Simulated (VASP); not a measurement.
Input of a VASP 6.6.1 run:

INCAR

```
PREC = Accurate
ENCUT = 520
EDIFF = 1E-6
ISMEAR = -1
SIGMA = 0.1
LREAL = F
LASPH = T
NELM = 60
ALGO = Normal
ISIF = 2
LWAVE = F
LCHARG = F
NBANDS = 12
```

KPOINTS

```
Automatic mesh
0
Gamma
  5 5 5
```

Contents of POSCAR:

```
Au
1.0
    0.0000000000      2.0229622709      2.0229622709
    2.0229622709      0.0000000000      2.0229622709
    2.0229622709      2.0229622709      0.0000000000
Au
1
Direct
    0.0000000000      0.0000000000      0.0000000000
```

Potentials or basis: VASP PAW LDA potentials, release 64 (Au).

Command:

```bash
$ cat potpaw_LDA.64/Au/POTCAR > POTCAR
$ mpirun -np 1 vasp_std > vasp.out
```

**Question.** What does it give for the pressure?

**Answer.** -0.4 GPa.

Caveat: the k points lie up to 0.54 Å⁻¹ apart.
